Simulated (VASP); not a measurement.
# Ti (Pm-3m) in VASP: a series of runs

The runs below take Ti through single point, relaxation of cell and atoms, with PBEsol.

Everything below comes from runs of VASP 6.6.1. Logs are shortened: lines on timing, memory, paths and dates and some standing lists are left out, and cuts for length are marked.

### 1 The cell of the first run

It takes space group Pm-3m (No. 221, cubic). The conventional cell has a = 2.517 Å, b = 2.517 Å, c = 2.517 Å, α = 90.00°, β = 90.00°, γ = 90.00°. Within 3.3 Å of Ti (site symmetry m-3m) lie 6 Ti at 2.52 Å.

### 2 Single point, PBEsol

Contents of INCAR:

```
SYSTEM = Ti
PREC = Accurate
ENCUT = 520
EDIFF = 1E-6
ISMEAR = -1
SIGMA = 0.1
LREAL = .False.
LASPH = .True.
NELM = 100
ALGO = Normal
ISIF = 2
LWAVE = .False.
LCHARG = .True.
GGA = PS
LELF = .True.
LVHAR = .True.
NBANDS = 12
```

Contents of KPOINTS:

```
Automatic mesh
0
Gamma
  8 8 8
  0 0 0
```

Contents of POSCAR:

```
Ti
1.0
    2.5174721462      0.0000000000      0.0000000000
    0.0000000000      2.5174721462      0.0000000000
    0.0000000000      0.0000000000      2.5174721462
Ti
1
Direct
    0.0000000000      0.0000000000      0.0000000000
```

Potentials or basis: VASP PAW PBE potentials, release 64 (Ti_sv).

Started as:

```console
$ cat potpaw_PBE.64/Ti_sv/POTCAR > POTCAR
$ mpirun -np 1 vasp_std > vasp.out
```

OUTCAR:

```text
SYSTEM = Ti
   PREC = Accurate
   ENCUT = 520
   EDIFF = 1E-6
   ISMEAR = -1
   LREAL = .False.
   LASPH = .True.
   NELM = 100
   ISIF = 2
   GGA = PS

 ion  position               nearest neighbor table
   1  0.000  0.000  0.000-

  LATTYP: Found a simple cubic cell.
 ALAT       =     2.5174721462

  Lattice vectors:

 A1 = (   2.5174721462,   0.0000000000,   0.0000000000)
 A2 = (   0.0000000000,   2.5174721462,   0.0000000000)
 A3 = (   0.0000000000,   0.0000000000,   2.5174721462)

Analysis of symmetry for initial positions (statically):
=====================================================================
 Subroutine PRICEL returns:
 Original cell was already a primitive cell.

 Routine SETGRP: Setting up the symmetry group for a
 simple cubic supercell.

 Subroutine GETGRP returns: Found 48 space group operations
 (whereof 48 operations were pure point group operations)
 out of a pool of 48 trial point group operations.

The static configuration has the point symmetry O_h .

Analysis of symmetry for dynamics (positions and initial velocities):
=====================================================================
 Subroutine PRICEL returns:
 Original cell was already a primitive cell.

 Routine SETGRP: Setting up the symmetry group for a
 simple cubic supercell.

 Subroutine GETGRP returns: Found 48 space group operations
 (whereof 48 operations were pure point group operations)
 out of a pool of 48 trial point group operations.

The dynamic configuration has the point symmetry O_h .

 Subroutine INISYM returns: Found 48 space group operations
 (whereof 48 operations are pure point group operations),
 and found     1 'primitive' translations

----------------------------------------------------------------------------------------

                                     Primitive cell

  volume of cell :      15.9549

  direct lattice vectors                    reciprocal lattice vectors
     2.517472146  0.000000000  0.000000000     0.397223859  0.000000000  0.000000000
     0.000000000  2.517472146  0.000000000     0.000000000  0.397223859  0.000000000
     0.000000000  0.000000000  2.517472146     0.000000000  0.000000000  0.397223859

  length of vectors
     2.517472146  2.517472146  2.517472146     0.397223859  0.397223859  0.397223859

  position of ions in fractional coordinates (direct lattice)
     0.000000000  0.000000000  0.000000000
[... 81 lines left out ...]
   NFREE  =      0    steps in history (QN), initial steepest desc. (CG)
   ISIF   =      2    stress and relaxation
   ISYM   =      2    0-nonsym 1-usesym 2-fastsym
   POTIM  = 0.5000    time-step for ionic-motion
   TEBEG  =    0.0;   TEEND  =   0.0 temperature during run
   PSTRESS=    0.0 pullay stress
   NELECT =      12.0000    total number of electrons
   NUPDOWN=      -1.0000    fix difference up-down
   EMIN   =  10.00;   EMAX   =-10.00  energy-range for DOS
   EFERMI =   0.00;   METHOD = LEGACY
   ISMEAR =    -1;   SIGMA  =   0.10  broadening in eV -4-tet -1-fermi 0-gaus
   EFERMI_NEDOS =   21; number of points for ismear=-14 and -15
   IALGO  =     38    algorithm
   IMIX   =      4    mixing-type and parameters
     AMIX     =   0.40;   BMIX     =  1.00
     AMIX_MAG =   1.60;   BMIX_MAG =  1.00
  volume/ion in A,a.u.               =      15.95       107.67
  Fermi-wavevector in a.u.,A,eV,Ry     =   1.488803  2.813430 30.157781  2.216534
  Thomas-Fermi vector in A             =   2.601792
   LORBIT       =      0    0 simple, 1 ext, 2 COOP (PROOUT), +10 PAW based schemes
   GGA     = PS    functional components
   LHFCALC =     F    Hartree Fock is set to
   AEXX    =    0.0000 exact exchange contribution
   IVDW    =     0    specifies the selected vdW correction
   LEPSILON=     F    determine dielectric tensor
   LRPA    =     F    only Hartree local field effects (RPA)
 non-spin polarized calculation
  energy-cutoff  :      520.00
  volume of cell :       15.95
 maximum number of plane-waves:       442
 NGX is ok and might be reduce to    20
   NGX =  9   NGY =  9   NGZ =  9

 number of electron      12.0000000 magnetization

 Free energy of the ion-electron system (eV)
  ---------------------------------------------------
  ext. energy  EPLUGINS =         0.00000000
  ---------------------------------------------------
  free energy    TOTEN  =        -7.47687414 eV

  energy without entropy =       -7.39499405  energy(sigma->0) =       -7.43593410

 E-fermi :   8.9074     XC(G=0): -11.9417

 val. band max:        8.9012556365   @ k =   0.2500   0.1250   0.1250
 cond. band min:       8.9138141690   @ k =   0.5000   0.0000   0.0000
 fundamental gap:      0.0125585325
 Fermi energy:         8.9073766031

 k-point     1 :       0.0000    0.0000    0.0000
  band No.  band energies     occupation
      1     -47.2606      2.00000
      2     -22.8948      2.00000
      3     -22.8948      2.00000
      4     -22.8948      2.00000
      5       2.9212      2.00000
      6       7.3380      2.00000
      7       7.3380      2.00000
      8      13.5193      0.00000
      9      13.5193      0.00000
     10      13.5193      0.00000
     11      26.1877      0.00000
     12      26.1877      0.00000
[... 331 lines left out ...]
 k-point    24 :       0.5000    0.3750    0.1250
  band No.  band energies     occupation
      1     -46.8507      2.00000
      2     -24.0020      2.00000
      3     -23.8014      2.00000
      4     -22.8566      2.00000
      5       6.1319      2.00000
      6       9.2948      0.04069
      7      10.4613      0.00000
      8      10.8398      0.00000
      9      13.2972      0.00000
     10      15.7454      0.00000
     11      17.1480      0.00000
     12      22.4457      0.00000

 [... further k-points ...]

------------------------ aborting loop because EDIFF is reached ----------------------------------------

  FORCE on cell =-STRESS in cart. coord.  units (eV):
  Direction    XX          YY          ZZ          XY          YZ          ZX
  --------------------------------------------------------------------------------------
  -------------------------------------------------------------------------------------
  Total        0.9791860      0.9791860      0.9791860     -0.0000000     -0.0000000      0.0000000
  in kB       98.3290339     98.3290339     98.3290339     -0.0000000     -0.0000000      0.0000000
  external PRESSURE =      98.3290339 kB  Pullay stress =       0.0000000 kB

 VOLUME and BASIS-vectors are now :
 -----------------------------------------------------------------------------
  energy-cutoff  :      520.00
  volume of cell :       15.95
      direct lattice vectors                 reciprocal lattice vectors
     2.517472146  0.000000000  0.000000000     0.397223859  0.000000000  0.000000000
     0.000000000  2.517472146  0.000000000     0.000000000  0.397223859  0.000000000
     0.000000000  0.000000000  2.517472146     0.000000000  0.000000000  0.397223859

 POSITION                                       TOTAL-FORCE (eV/Angst)
 -----------------------------------------------------------------------------------
      0.00000      0.00000      0.00000         0.000000      0.000000      0.000000
 -----------------------------------------------------------------------------------
    total drift:                                0.000000      0.000000      0.000000

  FREE ENERGIE OF THE ION-ELECTRON SYSTEM (eV)
  ---------------------------------------------------
  free  energy   TOTEN  =        -7.4768741391 eV

  energy  without entropy=       -7.3949940549  energy(sigma->0) =       -7.43593410
```

stdout:

```text
POSCAR found type information on POSCAR Ti
 POSCAR found :  1 types and       1 ions
 scaLAPACK will be used
 -----------------------------------------------------------------------------
|                                                                             |
|                                                                             |
|     You enforced a specific xc type in the INCAR file but a different       |
|     I HOPE YOU KNOW WHAT YOU ARE DOING!                                     |
|                                                                             |
 -----------------------------------------------------------------------------

 LDA part: xc-table for (Slater+PW92), standard interpolation
 POSCAR, INCAR and KPOINTS ok, starting setup
 FFT: planning ... GRIDC
 FFT: planning ... GRID_SOFT
 FFT: planning ... GRID
 WAVECAR not read
 entering main loop
```

It took 5.2 s on 1 thread of Intel Xeon 6455B, shared host; peak memory 0.12 GiB.

What came out:

| Quantity | Value |
| --- | --- |
| Free energy | -7.4769 eV |
| Pressure | 9.8 GPa |
| Band gap on the k mesh | zero (band 6 reaches 9.63 eV, above the bottom of band 7 at 7.34 eV) |

Levels at points of the mesh, in eV from the Fermi level:
| k point | band 2 | band 3 | band 4 | band 5 | band 6 | band 7 | band 8 | band 9 | band 10 | band 11 |
| --- | --- | --- | --- | --- | --- | --- | --- | --- | --- | --- |
| (0.00, 0.00, 0.00) | -31.80 | -31.80 | -31.80 | -5.99 | -1.57 | -1.57 | 4.61 | 4.61 | 4.61 | 17.28 |
| (0.50, 0.00, 0.00) | -33.12 | -31.68 | -31.68 | -1.84 | -0.71 | 0.01 | 2.33 | 2.33 | 4.82 | 8.63 |
| (0.50, 0.50, 0.00) | -32.91 | -32.91 | -31.57 | -3.32 | -0.04 | 2.85 | 2.85 | 6.01 | 6.11 | 6.11 |
| (0.50, 0.50, 0.50) | -32.72 | -32.72 | -32.72 | -1.54 | -1.54 | -1.54 | 6.14 | 6.14 | 9.25 | 13.32 |

Caveat: the PAW data sets were made with another functional, which shifts forces and pressure a little.

### 3 Single point, PBEsol

This run uses another cell than the first one, of 14.73 Å³/atom, 0.923 times its volume.

Contents of INCAR:

```
SYSTEM = Ti
ALGO = Normal
EDIFF = 1E-7
ENCUT = 520
GGA = PS
ISIF = 2
ISMEAR = -1
LASPH = .TRUE.
LCHARG = .FALSE.
LREAL = .FALSE.
LWAVE = .FALSE.
NBANDS = 12
NELM = 80
PREC = Accurate
SIGMA = 0.1
```

Contents of KPOINTS:

```
k-points
0
G
  8 8 8
  0 0 0
```

Contents of POSCAR:

```
Ti
1.0
    2.4515308369      0.0000000000      0.0000000000
    0.0000000000      2.4515308369      0.0000000000
    0.0000000000      0.0000000000      2.4515308369
Ti
1
Direct
    0.0000000000      0.0000000000      0.0000000000
```

Potentials or basis: VASP PAW PBE potentials, release 64 (Ti_sv).

Started as:

```console
$ cat potpaw_PBE.64/Ti_sv/POTCAR > POTCAR
$ mpirun -np 1 vasp_std > vasp.out
```

Run time: 4.4 s. Hardware: 1 thread of Intel Xeon 6455B, shared host; peak memory 0.12 GiB.

It converged, with:

| Item | Value |
| --- | --- |
| Free energy | -7.3650 eV |
| Pressure | 19.9 GPa |
| Band gap on the k mesh | zero (band 6 reaches 10.60 eV, above the bottom of band 7 at 8.04 eV) |

Levels at points of the mesh, in eV from the Fermi level:
| k point | band 3 | band 4 | band 5 | band 6 | band 7 | band 8 | band 9 | band 10 |
| --- | --- | --- | --- | --- | --- | --- | --- | --- |
| (0.00, 0.00, 0.00) | -31.57 | -31.57 | -6.10 | -1.78 | -1.78 | 5.03 | 5.03 | 5.03 |
| (0.50, 0.00, 0.00) | -31.42 | -31.42 | -1.80 | -0.83 | 0.19 | 2.48 | 2.48 | 5.26 |
| (0.50, 0.50, 0.00) | -32.93 | -31.28 | -3.74 | 0.00 | 3.06 | 3.06 | 6.58 | 6.72 |
| (0.50, 0.50, 0.50) | -32.69 | -32.69 | -1.79 | -1.79 | -1.79 | 6.72 | 6.72 | 9.36 |

Caveat: the PAW data sets were made with another functional, which shifts forces and pressure a little.

(Part 1 of 2 ends here.)
